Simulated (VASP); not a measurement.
A run of VASP 6.6.1 is set up as follows.

Contents of INCAR:

```
PREC     = Accurate       # precision mode
ENCUT    = 600            # plane-wave cutoff, eV
EDIFF    = 1E-6           # SCF threshold, eV
ISMEAR   = -1             # smearing method
SIGMA    = 0.05           # smearing width, eV
LREAL    = F              # projectors in reciprocal space
LASPH    = T              # aspherical terms in the spheres
NELM     = 100            # most SCF steps
ALGO     = Normal         # electronic algorithm
ISIF     = 3              # what is computed and relaxed
LWAVE    = F              # write WAVECAR
LCHARG   = F              # write CHGCAR
GGA      = PE             # functional
IBRION   = 2              # ionic algorithm
NSW      = 60             # ionic steps
EDIFFG   = -0.005         # ionic threshold
```

File KPOINTS:

```
regular mesh
0
Gamma
  18 18 18
```

The input POSCAR:

```
Re
1.0
    0.0000000000      1.9554744261      1.9554744261
    1.9554744261      0.0000000000      1.9554744261
    1.9554744261      1.9554744261      0.0000000000
Re
1
Direct
    0.0000000000      0.0000000000      0.0000000000
```

Potentials or basis: VASP PAW PBE potentials, release 64 (Re).

Launch:

```bash
$ cat potpaw_PBE.64/Re/POTCAR > POTCAR
$ mpirun -np 1 vasp_std > vasp.out
```

What does it give for the relaxed cell?

a = 2.767 Å, b = 2.767 Å, c = 2.767 Å, α = 60.00°, β = 60.00°, γ = 60.00°.

Estimate the space group after relaxing (to 0.05 Å).

Fm-3m (No. 225).

Estimate the relaxed volume.

14.99 Å³/atom.

Final structure:
```
Re
1.0
     0.00000    1.95687    1.95687
     1.95687    0.00000    1.95687
     1.95687    1.95687    0.00000
Re
1
Direct
  0.00000 0.00000 0.00000
```
